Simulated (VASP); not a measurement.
A run of VASP 6.6.1 is set up as follows.

The input POSCAR:

```
Ti
1.0
   -1.6574100000      1.6410000000      1.6410000000
    1.6574100000     -1.6410000000      1.6410000000
    1.6574100000      1.6410000000     -1.6410000000
Ti
1
Direct
    0.0000000000      0.0000000000      0.0000000000
```

The input INCAR.step1:

```
SYSTEM = Ti
PREC = Accurate ; ENCUT = 520
ISMEAR = 0 ; SIGMA = 0.15
LREAL = .False. ; LASPH = .True.
NELM = 100 ; NBANDS = 12
GGA = PE ; ALGO = Normal
EDIFF = 1E-4 ; LWAVE = .True.
LCHARG = .False.
```

The input INCAR.step2:

```
SYSTEM = Ti
PREC = Accurate ; ENCUT = 520
EDIFF = 1E-6 ; ISMEAR = 0
SIGMA = 0.15 ; LREAL = .False.
LASPH = .True. ; NELM = 100
ALGO = Normal ; ISIF = 2
LWAVE = .False. ; LCHARG = .False.
METAGGA = R2SCAN ; LMIXTAU = .True.
NBANDS = 12 ; ISTART = 1
```

File KPOINTS:

```
regular mesh
0
Gamma
  20 20 20
  0 0 0
```

Potentials or basis: VASP PAW PBE potentials, release 64 (Ti_sv).

Launch:

```sh
$ cat potpaw_PBE.64/Ti_sv/POTCAR > POTCAR
$ cp INCAR.step1 INCAR
$ mpirun -np 1 vasp_std > vasp.out
$ cp INCAR.step2 INCAR
$ mpirun -np 1 vasp_std > vasp.out
```

(1) Estimate the pressure.

(2) Predict the band gap on the k mesh.

## Answers

(1) -3.6 GPa.

(2) zero (band 6 reaches 8.92 eV, above the bottom of band 7 at 7.14 eV).

Caveat: the cell differs from its parent crystal (strain +0.0100 x Voigt [1, 0, 0, 0, 0, 0]); the PAW data sets were made with another functional, which shifts forces and pressure a little.
